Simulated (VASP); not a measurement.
# C (R32) in VASP: further runs, part 2 of 2

VASP 6.6.1. Earlier steps stand in the parts before.

**5. Single point, PBE, collinear spin, ferromagnetic start**

Contents of INCAR:

```
SYSTEM = C
  PREC = Accurate
  ENCUT = 520
  EDIFF = 1E-6
  ISMEAR = 0
  SIGMA = 0.1
  LREAL = .FALSE.
  LASPH = .TRUE.
  NELM = 150
  ALGO = Normal
  ISIF = 2
  LWAVE = .FALSE.
  LCHARG = .FALSE.
  ISPIN = 2
  MAGMOM = 1 1 1
  LORBIT = 11
  GGA = PE
  NBANDS = 17
```

Contents of KPOINTS:

```
regular mesh
0
G
  6 6 6
  0 0 0
```

Contents of POSCAR:

```
C
1.0
    1.9983546100      1.1537505700      1.3152270400
   -1.9983546100      1.1537505700      1.3152270400
    0.0000000000     -2.3075011500      1.3152270400
C
3
Direct
    0.7156709300      0.2843290700      0.5000000000
    0.5000000000      0.7156709300      0.2843290700
    0.2843290700      0.5000000000      0.7156709300
```

Potentials or basis: VASP PAW PBE potentials, release 64 (C).

Started as:

```bash
$ cat potpaw_PBE.64/C/POTCAR > POTCAR
$ mpirun -np 1 vasp_std > vasp.out
```

OUTCAR:

```text
SYSTEM = C
   PREC = Accurate
   ENCUT = 520
   EDIFF = 1E-6
   ISMEAR = 0
   LREAL = .FALSE.
   LASPH = .TRUE.
   NELM = 150
   ISIF = 2
   ISPIN = 2
   LORBIT = 11
   GGA = PE

 ion  position               nearest neighbor table
   1  0.716  0.284  0.500-   2 1.49   3 1.49   3 1.55   2 1.55
   2  0.500  0.716  0.284-   1 1.49   3 1.49   1 1.55   3 1.55
   3  0.284  0.500  0.716-   1 1.49   2 1.49   1 1.55   2 1.55

  LATTYP: Found a trigonal (rhomboedric) cell.
 ALAT       =     2.6560089781
 COS(alpha) =    -0.1321814411

  Lattice vectors:

 A1 = (   1.9983546100,   1.1537505700,   1.3152270400)
 A2 = (  -1.9983546100,   1.1537505700,   1.3152270400)
 A3 = (   0.0000000000,  -2.3075011500,   1.3152270400)

Analysis of symmetry for initial positions (statically):
=====================================================================
 Subroutine PRICEL returns:
 Original cell was already a primitive cell.

[... 1158 lines left out ...]
     17      38.1021      0.00000

 [... further k-points ...]

------------------------ aborting loop because EDIFF is reached ----------------------------------------

  FORCE on cell =-STRESS in cart. coord.  units (eV):
  Direction    XX          YY          ZZ          XY          YZ          ZX
  --------------------------------------------------------------------------------------
  -------------------------------------------------------------------------------------
  Total        3.6987618      3.6987618     -0.6356620      0.0000000      0.0000000      0.0000000
  in kB      325.7095412    325.7095419    -55.9758048      0.0000000      0.0000001      0.0000000
  external PRESSURE =     198.4810928 kB  Pullay stress =       0.0000000 kB

 VOLUME and BASIS-vectors are now :
 -----------------------------------------------------------------------------
  energy-cutoff  :      520.00
  volume of cell :       18.19
      direct lattice vectors                 reciprocal lattice vectors
     1.998354610  1.153750570  1.315227040     0.250205843  0.144456411  0.253441667
    -1.998354610  1.153750570  1.315227040    -0.250205843  0.144456411  0.253441667
     0.000000000 -2.307501150  1.315227040     0.000000000 -0.288912821  0.253441666

 POSITION                                       TOTAL-FORCE (eV/Angst)
 -----------------------------------------------------------------------------------
      0.86197     -0.00000      1.97284         1.044852     -0.000000      0.000000
     -0.43099      0.74649      1.97284        -0.522426      0.904868     -0.000000
     -0.43099     -0.74649      1.97284        -0.522426     -0.904868     -0.000000
 -----------------------------------------------------------------------------------
    total drift:                               -0.000000     -0.000000      0.000000

  FREE ENERGIE OF THE ION-ELECTRON SYSTEM (eV)
  ---------------------------------------------------
  free  energy   TOTEN  =       -24.2752689277 eV

  energy  without entropy=      -24.2747465255  energy(sigma->0) =      -24.27500773

 total charge

# of ion       s       p       d       tot
------------------------------------------
    1        0.832   1.754   0.000   2.585
    2        0.832   1.754   0.000   2.585
    3        0.832   1.754   0.000   2.585
--------------------------------------------------
tot          2.495   5.261   0.000   7.756

 magnetization (x)

# of ion       s       p       d       tot
------------------------------------------
    1        0.000  -0.000   0.000   0.000
    2        0.000  -0.000   0.000   0.000
    3        0.000  -0.000   0.000   0.000
--------------------------------------------------
tot          0.000  -0.000   0.000   0.000
```

stdout:

```text
POSCAR found type information on POSCAR C
 POSCAR found :  1 types and       3 ions
 scaLAPACK will be used
 LDA part: xc-table for (Slater+PW92), standard interpolation
 POSCAR, INCAR and KPOINTS ok, starting setup
 FFT: planning ... GRIDC
 FFT: planning ... GRID_SOFT
 FFT: planning ... GRID
 WAVECAR not read
 entering main loop
```

Run time: 41 s. Hardware: 1 thread of AMD EPYC 7R13, shared host; peak memory 0.1 GiB.

What came out:

```yaml
Free_energy: -24.2753 eV
Pressure: 19.8 GPa
Largest_force: 1.045 eV/Å
Band_gap_on_the_k_mesh: zero (filled and empty bands overlap)
Net_moment: 0.00 μB per cell
Valence_electrons_inside_the_program's_atomic_spheres: C 2.58
```

Forces on the atoms (eV/Å):
```
C    1.045  0.000  0.000
C   -0.522  0.905  0.000
C   -0.522 -0.905  0.000
```

Caveat: the k points lie up to 0.40 Å⁻¹ apart; forces of over 1 eV/Å act on the atoms, so gaps and moduli don't describe the material at rest.

**6. Single point, PBE, collinear spin, ferromagnetic start**

This run uses another cell than the first one, of 6.39 Å³/atom, 1.053 times its volume.

Contents of INCAR:

```
SYSTEM = C
ALGO = Normal
EDIFF = 1E-6
ENCUT = 520
GGA = PE
ISIF = 2
ISMEAR = 0
ISPIN = 2
LASPH = .True.
LCHARG = .False.
LORBIT = 11
LREAL = .False.
LWAVE = .False.
MAGMOM = 1 1 1
NBANDS = 17
NELM = 150
PREC = Accurate
SIGMA = 0.1
```

Contents of KPOINTS:

```
k-points
0
Gamma
  6 6 6
  0 0 0
```

Contents of POSCAR:

```
C
1.0
    2.0662664167      1.1929594719      1.2953717169
   -2.0662664167      1.1929594719      1.2953717169
    0.0000000000     -2.3859189438      1.2953717169
C
3
Direct
    0.7151243476      0.2848756524      0.5000000000
    0.5000000000      0.7151243476      0.2848756524
    0.2848756524      0.5000000000      0.7151243476
```

Potentials or basis: VASP PAW PBE potentials, release 64 (C).

Started as:

```bash
$ cat potpaw_PBE.64/C/POTCAR > POTCAR
$ mpirun -np 1 vasp_std > vasp.out
```

Run time: 40 s. Hardware: 1 thread of AMD EPYC 7R13, shared host; peak memory 0.1 GiB.

The run converged. Its results:

```yaml
Free_energy: -24.4012 eV
Pressure: 0.7 GPa
Largest_force: 0.051 eV/Å
Band_gap_on_the_k_mesh: zero (filled and empty bands overlap)
Net_moment: 0.00 μB per cell
Valence_electrons_inside_the_program's_atomic_spheres: C 2.53
```

Forces on the atoms (eV/Å):
```
C    0.051  0.000  0.000
C   -0.025  0.044  0.000
C   -0.025 -0.044  0.000
```

Stress tensor (GPa, compression positive):
```
0.86 0.00 0.00
0.00 0.86 0.00
0.00 0.00 0.27
```

Levels at points of the mesh, in eV from the Fermi level:
Spin up:
```tsv
k point	band 2	band 3	band 4	band 5	band 6	band 7	band 8	band 9	band 10	band 11
(0.00, 0.00, 0.00)	-8.26	-7.80	-7.80	-4.24	-4.24	-1.29	7.50	7.50	10.48	10.48
(0.50, 0.00, 0.00)	-15.69	-8.47	-6.80	-2.77	-2.47	1.45	6.46	7.42	7.69	11.99
(0.50, 0.50, 0.00)	-14.92	-12.08	-7.95	-6.33	-2.82	3.79	6.28	8.16	11.22	12.06
(0.50, 0.50, 0.50)	-12.94	-12.94	-9.53	-7.34	-7.34	1.31	3.31	14.25	14.25	15.13
```
Spin down:
```
           k point  band 2  band 3  band 4  band 5  band 6  band 7  band 8  band 9  band 10  band 11
(0.00, 0.00, 0.00)   -8.26   -7.80   -7.80   -4.24   -4.24   -1.29    7.50    7.50    10.48    10.48
(0.50, 0.00, 0.00)  -15.69   -8.47   -6.80   -2.77   -2.47    1.45    6.46    7.42     7.69    11.99
(0.50, 0.50, 0.00)  -14.92  -12.08   -7.95   -6.33   -2.82    3.79    6.28    8.16    11.22    12.06
(0.50, 0.50, 0.50)  -12.94  -12.94   -9.53   -7.34   -7.34    1.31    3.31   14.25    14.25    15.13
```

Caveat: the k points lie up to 0.40 Å⁻¹ apart.

**7. Summary**

```tsv
task	spin	cell	cutoff (eV)	gap on the mesh (eV)	pressure (GPa)	moment (μB)	largest force (eV/Å)
single point	off	a = 2.656 Å, angles 97.6°, 3 atoms	520	none	19.8	-	1.04
single point	off	a = 2.715 Å, angles 99.1°, 3 atoms	520	none	0.7	-	0.05
relaxation of cell and atoms	off	relaxed from a = 2.656 Å, angles 97.6°, 3 atoms	600	none	0.1	-	0.01
single point	collinear, ferromagnetic start	a = 2.656 Å, angles 97.6°, 3 atoms	520	none	19.8	0.00	1.04
single point	collinear, ferromagnetic start	a = 2.715 Å, angles 99.1°, 3 atoms	520	none	0.7	0.00	0.05
```

Alike in all rows: level PBE; potentials or basis VASP PAW PBE potentials, release 64 (C); k mesh 6 × 6 × 6; smearing gaussian 0.1 eV.

Caveats: all runs use coarse meshes; forces of over 1 eV/Å act on the atoms, so gaps and moduli don't describe the material at rest (some runs).

Total energies depend on the potentials used, so only differences within one code and one set of settings carry meaning.
